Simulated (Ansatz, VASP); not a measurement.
This is a calculation of Al for VASP 6.6.1.

INCAR

```
SYSTEM = Al
PREC     = Accurate       ! precision mode
ENCUT    = 520            ! plane-wave cutoff, eV
EDIFF    = 1E-7           ! SCF threshold, eV
ISMEAR   = -1             ! smearing method
SIGMA    = 0.05           ! smearing width, eV
LREAL    = .FALSE.        ! projectors in reciprocal space
LASPH    = .TRUE.         ! aspherical terms in the spheres
NELM     = 80             ! most SCF steps
ALGO     = Fast           ! electronic algorithm
ISIF     = 2              ! what is computed and relaxed
LWAVE    = .FALSE.        ! write WAVECAR
LCHARG   = .TRUE.         ! write CHGCAR
GGA      = CA             ! functional
LELF     = .TRUE.         ! ELF
LVHAR    = .TRUE.       
NBANDS   = 8              ! bands
```

The input KPOINTS:

```
Automatic mesh
0
G
  11 11 11
  0 0 0
```

Contents of POSCAR:

```
Al
1.0
    0.0000000000      1.9974394157      1.9974394157
    1.9974394157      0.0000000000      1.9974394157
    1.9974394157      1.9974394157      0.0000000000
Al
1
Direct
    0.0000000000      0.0000000000      0.0000000000
```

Potentials or basis: VASP PAW LDA potentials, release 64 (Al).

The run is started by

```bash
$ cat potpaw_LDA.64/Al/POTCAR > POTCAR
$ mpirun -np 1 vasp_std > vasp.out
```

Set up the same calculation for Ansatz 0.2.0. Potentials there: all-electron LAPW, scalar-relativistic.

As run (the cutoff follows the program's own potentials):

Contents of input.yaml:

```yaml
crystal:
  lattice:
    - [0.0, 1.9974394157, 1.9974394157]
    - [1.9974394157, 0.0, 1.9974394157]
    - [1.9974394157, 1.9974394157, 0.0]
  atoms:
    - { symbol: Al, position: [0.0, 0.0, 0.0] }
kpoints:
  mp_grid: { grid: [11, 11, 11] }
scf:
  occupations: { method: fermi_dirac, width: 0.05 }
hamiltonian:
  xc: lda
  pseudopotentials: { kind: all_electron, lapw: { basis_error: 0.001 } }
output:
  forces: true
  stress: true
  eigenvalues: true
```

Potentials or basis: all-electron LAPW, scalar-relativistic.

Command:

```sh
$ ansatz run input.yaml --threads 1 --pin off --max-ram 3072MiB --backend cpu --events-out ev --progress --plain --runs-dir out
```

Both were run:

|  | VASP | Ansatz | Ansatz less VASP |
| --- | --- | --- | --- |
| gap on the k mesh at the Fermi level (eV) | none | none | - |
| pressure (GPa) | -0.5 | -0.6 | -0.07 |

LDA's correlation is that of Perdew and Zunger in VASP and of Perdew and Wang (1992) in Ansatz. A gap of «none» marks a metal or a gap that the smearing closes. Ansatz ran all-electron here, and VASP with PAW potentials.
